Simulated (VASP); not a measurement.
## V: single point with PBE

System: V.

```
CELL_PARAMETERS angstrom
14.00000 0.00000 0.00000
0.00000 14.40000 0.00000
0.00000 0.00000 14.80000
ATOMIC_POSITIONS crystal
V 0.50000 0.50000 0.50000
```

| Property | Result |
| --- | --- |
| Program | VASP 6.6.1 |
| Task | single point |
| Functional | PBE |
| Potentials or basis | VASP PAW PBE potentials, release 64 (V_sv) |
| Cutoff | 400 eV |
| k mesh | 1 × 1 × 1 |
| Occupations | fermi-dirac, width 0.01 eV |
| Spin | collinear spin, ferromagnetic start |
| Starting moments | [5.0] μB |
| Dipole correction | no |
| Further INCAR settings | ALGO = Normal; EDIFF = 1e-06; NBANDS = 16; ISYM = 0 |

- Pressure: 0.0 GPa
- Band gap on the k mesh: 0.06 eV
- Net moment: 5.00 μB per cell
- Site moments: V +3.50 μB
- Valence electrons inside the program's atomic spheres: V 11.45

Levels at points of the mesh, in eV from the valence-band top:
Spin up:
```tsv
k point	band 5	band 6	band 7	band 8	band 9	band 10	band 11	band 12	band 13	band 14
(0.00, 0.00, 0.00)	-1.43	-0.50	-0.50	0.00	0.00	0.06	1.57	1.61	1.62	2.60
```
Spin down:
```tsv
k point	band 2	band 3	band 4	band 5	band 6	band 7	band 8	band 9
(0.00, 0.00, 0.00)	-35.75	-34.67	-34.67	1.41	2.22	2.92	2.97	2.97
```

It took 11 min on 1 thread of Intel(R) Xeon(R) Platinum 8375C CPU @ 2.90GHz (Ice Lake) (shared host), peak memory 2.1 GiB.
